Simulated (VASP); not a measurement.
# Cr (Fm-3m) in VASP: a series of runs

Cr is run at these levels: PBE; tasks: single point.

Program: VASP 6.6.1. These are calculated values, not measurements. Logs are shortened: lines on timing, memory, paths and dates and some standing lists are left out, and cuts for length are marked.

## (1) The cell of the first run

Symmetry: Fm-3m, No. 225, cubic system. Conventional cell: a = 3.716 Å, b = 3.716 Å, c = 3.716 Å, α = 90.00°, β = 90.00°, γ = 90.00°. Within 3.5 Å of Cr (site symmetry m-3m) lie 12 Cr at 2.63 Å.

This isn't the form of Cr at room conditions, which is bcc.

## (2) Single point, PBE, collinear spin, ferromagnetic start (12.83 Å³/atom)

File INCAR:

```
PREC = Accurate
ENCUT = 520
EDIFF = 1E-6
ISMEAR = -1
SIGMA = 0.03
LREAL = F
LASPH = T
NELM = 150
ALGO = Normal
ISIF = 2
LWAVE = F
LCHARG = T
ISPIN = 2
MAGMOM = 3
LORBIT = 11
LMAXMIX = 4
GGA = PE
LELF = T
LVHAR = T
NBANDS = 16
```

File KPOINTS:

```
Automatic mesh
0
Gamma
  19 19 19
```

File POSCAR:

```
Cr
1.0
    0.0000000000      1.8582190066      1.8582190066
    1.8582190066      0.0000000000      1.8582190066
    1.8582190066      1.8582190066      0.0000000000
Cr
1
Direct
    0.0000000000      0.0000000000      0.0000000000
```

Potentials or basis: VASP PAW PBE potentials, release 64 (Cr_pv).

Started as:

```sh
> cat potpaw_PBE.64/Cr_pv/POTCAR > POTCAR
> mpirun -np 1 vasp_std > vasp.out
```

OUTCAR:

```text
PREC = Accurate
   ENCUT = 520
   EDIFF = 1E-6
   ISMEAR = -1
   LREAL = F
   LASPH = T
   NELM = 150
   ISIF = 2
   ISPIN = 2
   LORBIT = 11
   GGA = PE

 ion  position               nearest neighbor table
   1  0.000  0.000  0.000-

  LATTYP: Found a face centered cubic cell.
 ALAT       =     3.7164380132

  Lattice vectors:

 A1 = (   0.0000000000,   1.8582190066,   1.8582190066)
 A2 = (   1.8582190066,   0.0000000000,   1.8582190066)
 A3 = (   1.8582190066,   1.8582190066,   0.0000000000)

Analysis of symmetry for initial positions (statically):
=====================================================================
 Subroutine PRICEL returns:
 Original cell was already a primitive cell.

 Routine SETGRP: Setting up the symmetry group for a
 face centered cubic supercell.

 Subroutine GETGRP returns: Found 48 space group operations
 (whereof 48 operations were pure point group operations)
 out of a pool of 48 trial point group operations.

The static configuration has the point symmetry O_h .

Analysis of symmetry for dynamics (positions and initial velocities):
=====================================================================
 Subroutine PRICEL returns:
 Original cell was already a primitive cell.

 Routine SETGRP: Setting up the symmetry group for a
 face centered cubic supercell.

 Subroutine GETGRP returns: Found 48 space group operations
 (whereof 48 operations were pure point group operations)
 out of a pool of 48 trial point group operations.

The dynamic configuration has the point symmetry O_h .

Analysis of structural, dynamic, and magnetic symmetry:
=====================================================================
 Subroutine PRICEL returns:
 Original cell was already a primitive cell.

 Routine SETGRP: Setting up the symmetry group for a
 face centered cubic supercell.

 Subroutine GETGRP returns: Found 48 space group operations
 (whereof 48 operations were pure point group operations)
 out of a pool of 48 trial point group operations.

The overall configuration has the point symmetry O_h .

 Subroutine INISYM returns: Found 48 space group operations
 (whereof 48 operations are pure point group operations),
 and found     1 'primitive' translations

----------------------------------------------------------------------------------------

                                     Primitive cell

  volume of cell :      12.8328

  direct lattice vectors                    reciprocal lattice vectors
     0.000000000  1.858219007  1.858219007    -0.269074850  0.269074850  0.269074850
     1.858219007  0.000000000  1.858219007     0.269074850 -0.269074850  0.269074850
     1.858219007  1.858219007  0.000000000     0.269074850  0.269074850 -0.269074850

  length of vectors
     2.627918521  2.627918521  2.627918521     0.466051311  0.466051311  0.466051311

  position of ions in fractional coordinates (direct lattice)
     0.000000000  0.000000000  0.000000000

  ion indices of the primitive-cell ions
   primitive index   ion index
                 1           1

----------------------------------------------------------------------------------------

 KPOINTS: Automatic mesh

Automatic generation of k-mesh.
 Grid dimensions read from file:
 generate k-points for:   19   19   19

 Generating k-lattice:

  Cartesian coordinates                     Fractional coordinates (reciprocal lattice)
    -0.014161834  0.014161834  0.014161834     0.052631579  0.000000000  0.000000000
     0.014161834 -0.014161834  0.014161834     0.000000000  0.052631579  0.000000000
     0.014161834  0.014161834 -0.014161834     0.000000000  0.000000000  0.052631579

  Length of vectors
     0.024529016  0.024529016  0.024529016

  Shift w.r.t. Gamma in fractional coordinates (k-lattice)
     0.000000000  0.000000000  0.000000000

 Subroutine IBZKPT returns following result:
 ===========================================

 Found    220 irreducible k-points:

 Following reciprocal coordinates:
            Coordinates               Weight
  0.000000  0.000000  0.000000      1.000000
  0.052632  0.000000  0.000000      8.000000
  0.105263  0.000000  0.000000      8.000000
  0.157895  0.000000  0.000000      8.000000
  0.210526  0.000000  0.000000      8.000000
  0.263158  0.000000  0.000000      8.000000
[... 16 lines left out ...]
 -0.315789  0.052632  0.000000     24.000000
 -0.263158  0.052632  0.000000     24.000000
 [... further k-points ...]
   k-points           NKPTS =    220   k-points in BZ     NKDIM =    220   number of bands    NBANDS=     16
   number of dos      NEDOS =    301   number of ions     NIONS =      1
   total plane-waves  NPLWV =   8000
   dimension x,y,z NGX =    20 NGY =   20 NGZ =   20
   dimension x,y,z NGXF=    40 NGYF=   40 NGZF=   40
   ions per type =               1
   NGX,Y,Z   is equivalent  to a cutoff of  12.65, 12.65, 12.65 a.u.
   NGXF,Y,Z  is equivalent  to a cutoff of  25.30, 25.30, 25.30 a.u.
 SYSTEM =  unknown system
   PREC   = accura    normal or accurate (medium, high low for compatibility)
   ISTART =      0    job   : 0-new  1-cont  2-samecut
   ICHARG =      2    charge: 1-file 2-atom 10-const
   ISPIN  =      2    spin polarized calculation?
   LNONCOLLINEAR =      F non collinear calculations
   LSORBIT =      F    spin-orbit coupling
   LASPH  =      T    aspherical Exc in radial PAW
   ENCUT  =  520.0 eV  38.22 Ry    6.18 a.u.   4.89  4.89  4.89*2*pi/ulx,y,z
   NELM   =    150;   NELMIN=  2; NELMDL= -5     # of ELM steps
   EDIFF  = 0.1E-05   stopping-criterion for ELM
   LREAL  =      F    real-space projection
[... 7 lines left out ...]
   TEBEG  =    0.0;   TEEND  =   0.0 temperature during run
   PSTRESS=    0.0 pullay stress
   NELECT =      12.0000    total number of electrons
   NUPDOWN=      -1.0000    fix difference up-down
   EMIN   =  10.00;   EMAX   =-10.00  energy-range for DOS
   EFERMI =   0.00;   METHOD = LEGACY
   ISMEAR =    -1;   SIGMA  =   0.03  broadening in eV -4-tet -1-fermi 0-gaus
   EFERMI_NEDOS =   21; number of points for ismear=-14 and -15
   IALGO  =     38    algorithm
   IMIX   =      4    mixing-type and parameters
     AMIX     =   0.40;   BMIX     =  1.00
     AMIX_MAG =   1.60;   BMIX_MAG =  1.00
  volume/ion in A,a.u.               =      12.83        86.60
  Fermi-wavevector in a.u.,A,eV,Ry     =   1.600891  3.025245 34.869705  2.562851
  Thomas-Fermi vector in A             =   2.697955
   LORBIT       =     11    0 simple, 1 ext, 2 COOP (PROOUT), +10 PAW based schemes
   GGA     = PE    functional components
   LHFCALC =     F    Hartree Fock is set to
   AEXX    =    0.0000 exact exchange contribution
   IVDW    =     0    specifies the selected vdW correction
   LEPSILON=     F    determine dielectric tensor
   LRPA    =     F    only Hartree local field effects (RPA)
 spin polarized calculation
  energy-cutoff  :      520.00
  volume of cell :       12.83
 maximum number of plane-waves:       355
   NGX =  9   NGY =  9   NGZ =  9

 number of electron      11.9999990 magnetization       0.0021294

 Free energy of the ion-electron system (eV)
  ---------------------------------------------------
  ext. energy  EPLUGINS =         0.00000000
  ---------------------------------------------------
  free energy    TOTEN  =        -9.07362416 eV

  energy without entropy =       -9.06726768  energy(sigma->0) =       -9.07044592

 E-fermi :   9.3083     XC(G=0): -13.0605

 val. band max:        9.3063778753   @ k =   0.2105   0.1053   0.0526
 cond. band min:       9.3091809386   @ k =  -0.3158   0.1579   0.0526
 fundamental gap:      0.0028030634
 Fermi energy:         9.3082824244

 spin component 1

 k-point     1 :       0.0000    0.0000    0.0000
  band No.  band energies     occupation
      1     -33.1827      1.00000
      2     -33.1827      1.00000
      3     -33.1827      1.00000
      4       2.0830      1.00000
      5       8.9406      1.00000
      6       8.9406      1.00000
[... 8 lines left out ...]
     15      38.5256      0.00000
     16      38.6176      0.00000

 k-point     2 :       0.0526    0.0000    0.0000
  band No.  band energies     occupation
      1     -33.2010      1.00000
      2     -33.1851      1.00000
      3     -33.1851      1.00000
      4       2.1883      1.00000
      5       8.8926      1.00000
      6       8.9746      0.99999
[... 8 lines left out ...]
     15      38.3843      0.00000
     16      38.6477      0.00000
[... 387 lines left out ...]
      5       8.4633      1.00000
      6       9.0121      0.99995
[... 8 lines left out ...]
     15      35.5940      0.00000
     16      36.6894      0.00000

 k-point    24 :      -0.2632    0.0526    0.0000
  band No.  band energies     occupation
      1     -33.5764      1.00000
      2     -33.2541      1.00000
      3     -33.2276      1.00000
      4       4.6347      1.00000
      5       8.2776      1.00000
      6       9.1290      0.99747
[... 8 lines left out ...]
     15      36.2057      0.00000
     16      36.4937      0.00000

 [... further k-points ...]

 spin component 2

 k-point     1 :       0.0000    0.0000    0.0000
  band No.  band energies     occupation
      1     -33.1807      1.00000
      2     -33.1807      1.00000
      3     -33.1807      1.00000
      4       2.0837      1.00000
      5       8.9425      0.99999
      6       8.9425      0.99999
[... 8 lines left out ...]
     15      38.5253      0.00000
     16      38.6188      0.00000

 k-point     2 :       0.0526    0.0000    0.0000
  band No.  band energies     occupation
      1     -33.1989      1.00000
      2     -33.1830      1.00000
      3     -33.1830      1.00000
      4       2.1890      1.00000
      5       8.8945      1.00000
      6       8.9765      0.99998
[... 8 lines left out ...]
     15      38.3850      0.00000
     16      38.6488      0.00000
[... 387 lines left out ...]
      5       8.4646      1.00000
      6       9.0139      0.99995
[... 8 lines left out ...]
     15      35.5948      0.00000
     16      36.6902      0.00000

 k-point    24 :      -0.2632    0.0526    0.0000
  band No.  band energies     occupation
      1     -33.5744      1.00000
      2     -33.2521      1.00000
      3     -33.2256      1.00000
      4       4.6355      1.00000
      5       8.2791      1.00000
      6       9.1308      0.99731
[... 8 lines left out ...]
     15      36.2067      0.00000
     16      36.4944      0.00000

 [... further k-points ...]
[... 5 lines left out ...]
  --------------------------------------------------------------------------------------
  -------------------------------------------------------------------------------------
  Total       -1.2802618     -1.2802618     -1.2802618      0.0000000      0.0000000      0.0000000
  in kB     -159.8411826   -159.8411826   -159.8411826      0.0000000      0.0000000      0.0000000
  external PRESSURE =    -159.8411826 kB  Pullay stress =       0.0000000 kB

 VOLUME and BASIS-vectors are now :
 -----------------------------------------------------------------------------
  energy-cutoff  :      520.00
  volume of cell :       12.83
      direct lattice vectors                 reciprocal lattice vectors
     0.000000000  1.858219007  1.858219007    -0.269074850  0.269074850  0.269074850
     1.858219007  0.000000000  1.858219007     0.269074850 -0.269074850  0.269074850
     1.858219007  1.858219007  0.000000000     0.269074850  0.269074850 -0.269074850

 POSITION                                       TOTAL-FORCE (eV/Angst)
 -----------------------------------------------------------------------------------
      0.00000      0.00000      0.00000         0.000000      0.000000      0.000000
 -----------------------------------------------------------------------------------
    total drift:                                0.000000      0.000000      0.000000

  FREE ENERGIE OF THE ION-ELECTRON SYSTEM (eV)
  ---------------------------------------------------
  free  energy   TOTEN  =        -9.0736241625 eV

  energy  without entropy=       -9.0672676837  energy(sigma->0) =       -9.07044592

 total charge

# of ion       s       p       d       tot
------------------------------------------
    1        0.414   6.331   4.117  10.861

 magnetization (x)

# of ion       s       p       d       tot
------------------------------------------
    1       -0.000   0.000   0.002   0.002
```

It took 82 s on 1 thread of Intel Xeon Platinum 8259CL at 2.50GHz (Skylake/Cascade Lake), shared host; peak memory 0.18 GiB.

Results:

* Free energy: -9.0736 eV
* Pressure: -16.0 GPa
* Band gap on the k mesh: zero (filled and empty bands overlap)
* Net moment: 0.00 μB per cell
* Valence electrons inside the program's atomic spheres: Cr 10.86

Caveat: the cell stands under tension; an empty level that is flat over the whole mesh can mark a ghost state of the potentials, or a narrow d or f band; the moments typed at the start vanished in this run.

## (3) Single point, PBE, collinear spin, ferromagnetic start (13.21 Å³/atom)

This run uses another cell than the first one, of 13.21 Å³/atom.

File INCAR:

```
  ALGO = Normal
  EDIFF = 1E-7
  ENCUT = 520
  GGA = PE
  ISIF = 2
  ISMEAR = -1
  ISPIN = 2
  LASPH = True
  LCHARG = False
  LMAXMIX = 4
  LORBIT = 11
  LREAL = False
  LWAVE = False
  MAGMOM = 3
  NBANDS = 16
  NELM = 150
  PREC = Accurate
  SIGMA = 0.03
```

File KPOINTS:

```
k-points
0
Gamma
  19 19 19
```

File POSCAR:

```
Cr
1.0
    0.0000000000      1.8760875933      1.8760875933
    1.8760875933      0.0000000000      1.8760875933
    1.8760875933      1.8760875933      0.0000000000
Cr
1
Direct
    0.0000000000      0.0000000000      0.0000000000
```

Potentials or basis: VASP PAW PBE potentials, release 64 (Cr_pv).

Started as:

```sh
> cat potpaw_PBE.64/Cr_pv/POTCAR > POTCAR
> mpirun -np 1 vasp_std > vasp.out
```

OUTCAR:

```text
EDIFF = 1E-7
   ENCUT = 520
   GGA = PE
   ISIF = 2
   ISMEAR = -1
   ISPIN = 2
   LASPH = True
   LORBIT = 11
   LREAL = False
   NELM = 150
   PREC = Accurate

 ion  position               nearest neighbor table
   1  0.000  0.000  0.000-

  LATTYP: Found a face centered cubic cell.
 ALAT       =     3.7521751866

  Lattice vectors:

 A1 = (   0.0000000000,   1.8760875933,   1.8760875933)
 A2 = (   1.8760875933,   0.0000000000,   1.8760875933)
[... 1114 lines left out ...]
 [... further k-points ...]
[... 5 lines left out ...]
  --------------------------------------------------------------------------------------
  -------------------------------------------------------------------------------------
  Total       -1.6902056     -1.6902056     -1.6902056      0.0000000      0.0000000      0.0000000
  in kB     -205.0504842   -205.0504842   -205.0504842      0.0000000      0.0000000      0.0000000
  external PRESSURE =    -205.0504842 kB  Pullay stress =       0.0000000 kB

 VOLUME and BASIS-vectors are now :
 -----------------------------------------------------------------------------
  energy-cutoff  :      520.00
  volume of cell :       13.21
      direct lattice vectors                 reciprocal lattice vectors
     0.000000000  1.876087593  1.876087593    -0.266512076  0.266512076  0.266512076
     1.876087593  0.000000000  1.876087593     0.266512076 -0.266512076  0.266512076
     1.876087593  1.876087593  0.000000000     0.266512076  0.266512076 -0.266512076

 POSITION                                       TOTAL-FORCE (eV/Angst)
 -----------------------------------------------------------------------------------
      0.00000      0.00000      0.00000         0.000000      0.000000      0.000000
 -----------------------------------------------------------------------------------
    total drift:                                0.000000     -0.000000     -0.000000

  FREE ENERGIE OF THE ION-ELECTRON SYSTEM (eV)
  ---------------------------------------------------
  free  energy   TOTEN  =        -9.0310833054 eV

  energy  without entropy=       -9.0244360171  energy(sigma->0) =       -9.02775966

 total charge

# of ion       s       p       d       tot
------------------------------------------
    1        0.404   6.316   4.091  10.810

 magnetization (x)

# of ion       s       p       d       tot
------------------------------------------
    1        0.000  -0.000  -0.001  -0.001
```

OSZICAR:

```text
N       E                     dE             d eps       ncg     rms          rms(c)
DAV:   1     0.834711686412E+02    0.83471E+02   -0.62662E+03 14320   0.836E+02
DAV:   2    -0.825620241453E+01   -0.91727E+02   -0.87263E+02 15400   0.245E+02
DAV:   3    -0.980591788512E+01   -0.15497E+01   -0.15454E+01 16040   0.352E+01
DAV:   4    -0.981226408988E+01   -0.63462E-02   -0.63461E-02 16904   0.224E+00
DAV:   5    -0.981232005554E+01   -0.55966E-04   -0.55964E-04 16304   0.190E-01    0.143E+01
DAV:   6    -0.897382505809E+01    0.83849E+00   -0.22956E+00 14400   0.250E+01    0.332E+00
DAV:   7    -0.901986467330E+01   -0.46040E-01   -0.11812E-01 14912   0.318E+00    0.226E+00
DAV:   8    -0.902872162850E+01   -0.88570E-02   -0.50796E-03 16304   0.962E-01    0.952E-01
DAV:   9    -0.902970808479E+01   -0.98646E-03   -0.30174E-03 16056   0.732E-01    0.234E-01
DAV:  10    -0.903044206761E+01   -0.73398E-03   -0.10795E-03 15480   0.301E-01    0.138E-01
DAV:  11    -0.903065461946E+01   -0.21255E-03   -0.53978E-05 17056   0.652E-02    0.100E-01
DAV:  12    -0.903089889099E+01   -0.24427E-03   -0.51199E-05 14976   0.105E-01    0.505E-02
DAV:  13    -0.903100598735E+01   -0.10710E-03   -0.49268E-05 16024   0.592E-02    0.348E-02
DAV:  14    -0.903107125137E+01   -0.65264E-04   -0.49278E-05 16264   0.779E-02    0.129E-02
DAV:  15    -0.903108297309E+01   -0.11722E-04   -0.14511E-05 15496   0.306E-02    0.403E-03
DAV:  16    -0.903108336687E+01   -0.39378E-06   -0.12109E-06 16056   0.715E-03    0.250E-03
DAV:  17    -0.903108330540E+01    0.61466E-07   -0.66986E-07 16384   0.919E-03
   1 F= -.90310833E+01 E0= -.90277597E+01  d E =-.664729E-02  mag=    -0.0001
```

Wall time 93 s (1 thread of Intel Xeon Platinum 8259CL at 2.50GHz (Skylake/Cascade Lake), shared host); peak memory 0.18 GiB.

What came out:

| Item | Value |
| --- | --- |
| Free energy | -9.0311 eV |
| Pressure | -20.5 GPa |
| Band gap on the k mesh | zero (filled and empty bands overlap) |
| Net moment | 0.00 μB per cell |
| Valence electrons inside the program's atomic spheres | Cr 10.81 |

Levels at points of the mesh, in eV from the Fermi level:
Spin up:
| k point | band 4 | band 5 | band 6 | band 7 | band 8 | band 9 |
| --- | --- | --- | --- | --- | --- | --- |
| (0.00, 0.00, 0.00) | -7.12 | -0.35 | -0.35 | -0.35 | 1.16 | 1.16 |
Spin down:
| k point | band 4 | band 5 | band 6 | band 7 | band 8 | band 9 |
| --- | --- | --- | --- | --- | --- | --- |
| (0.00, 0.00, 0.00) | -7.12 | -0.35 | -0.35 | -0.35 | 1.16 | 1.16 |

Caveat: the cell stands under tension; the moments typed at the start vanished in this run.
